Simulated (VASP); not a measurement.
Set up this calculation in VASP 6.6.1, as the native input.

```yaml
Task: single point
Functional: PBE
Potentials_or_basis: VASP PAW PBE potentials, release 64 (Sr_sv, Hf_pv)
Cutoff: 520 eV
k_mesh: 6 × 6 × 6
Occupations: gaussian, width 0.1 eV
Spin: no spin polarisation
Dipole_correction: no
Further_INCAR_settings: ALGO = Normal; EDIFF = 1e-06; NBANDS = 17
```

The structure of SrHf lies in POSCAR:

```
SrHf
1.0
    3.7692378894      0.0000000000      0.0000000000
    0.0000000000      3.7692378894      0.0000000000
    0.0000000000      0.0000000000      3.7692378894
Sr Hf
1 1
Direct
    0.0000000000      0.0000000000      0.0000000000
    0.5000000000      0.5000000000      0.5000000000
```

The input as run:

INCAR

```
PREC = Accurate
ENCUT = 520
EDIFF = 1E-6
ISMEAR = 0
SIGMA = 0.1
LREAL = F
LASPH = T
NELM = 60
ALGO = Normal
ISIF = 2
LWAVE = F
LCHARG = T
GGA = PE
LELF = T
LVHAR = T
NBANDS = 17
```

KPOINTS

```
Automatic mesh
0
Gamma
  6 6 6
```

Potentials or basis: VASP PAW PBE potentials, release 64 (Sr_sv, Hf_pv).

Command:

```sh
$ cat potpaw_PBE.64/Sr_sv/POTCAR potpaw_PBE.64/Hf_pv/POTCAR > POTCAR
$ mpirun -np 1 vasp_std > vasp.out
```

Results of the run:

| Item | Value |
| --- | --- |
| Pressure | 7.6 GPa |
| Band gap on the k mesh | zero (bands 10 and 11 overlap by 0.47 eV) |

Caveat: the cell stands under pressure; spin-orbit coupling is left out, which moves the levels of the heavy elements.

It took 21 s on 1 thread of Intel Xeon 8259CL (shared host), peak memory 0.17 GiB.
